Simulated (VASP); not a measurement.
Here is a VASP 6.6.1 calculation.

The input INCAR:

```
  PREC = Accurate
  ENCUT = 520
  EDIFF = 1E-7
  ISMEAR = 0
  SIGMA = 0.02
  LREAL = False
  LASPH = True
  NELM = 80
  ALGO = Normal
  ISIF = 2
  LWAVE = False
  LCHARG = False
  GGA = PE
  NBANDS = 30
```

File KPOINTS:

```
Automatic mesh
0
Gamma
  4 4 8
```

Contents of POSCAR:

```
LiF
1.0
    5.5676368963      0.0000000000      0.0000000000
    0.0000000000      5.5676368963      0.0000000000
    0.0000000000      0.0000000000      2.9018364367
Li F
4 4
Direct
    0.6637716735      0.3362283265      0.2500000000
    0.3362283265      0.6637716735      0.7500000000
    0.1637716735      0.1637716735      0.0000000000
    0.8362283265      0.8362283265      0.5000000000
    0.8319081140      0.1680918860      0.7500000000
    0.1680918860      0.8319081140      0.2500000000
    0.3319081140      0.3319081140      0.5000000000
    0.6680918860      0.6680918860      0.0000000000
```

Potentials or basis: VASP PAW PBE potentials, release 64 (Li_sv, F).

Run with:

```sh
$ cat potpaw_PBE.64/Li_sv/POTCAR potpaw_PBE.64/F/POTCAR > POTCAR
$ mpirun -np 1 vasp_std > vasp.out
```

What does it give for the largest force?

0.008 eV/Å.

What does it give for the band gap on the k mesh?

6.91 eV, indirect (least direct gap 6.93 eV).

Forces in eV/Å, atoms in the order of the input:
```
Li   0.002 -0.002  0.000
Li  -0.002  0.002  0.000
Li   0.002  0.002  0.000
Li  -0.002 -0.002  0.000
F   -0.006  0.006  0.000
F    0.006 -0.006  0.000
F   -0.006 -0.006  0.000
F    0.006  0.006  0.000
```

 A k mesh can miss the band edges.
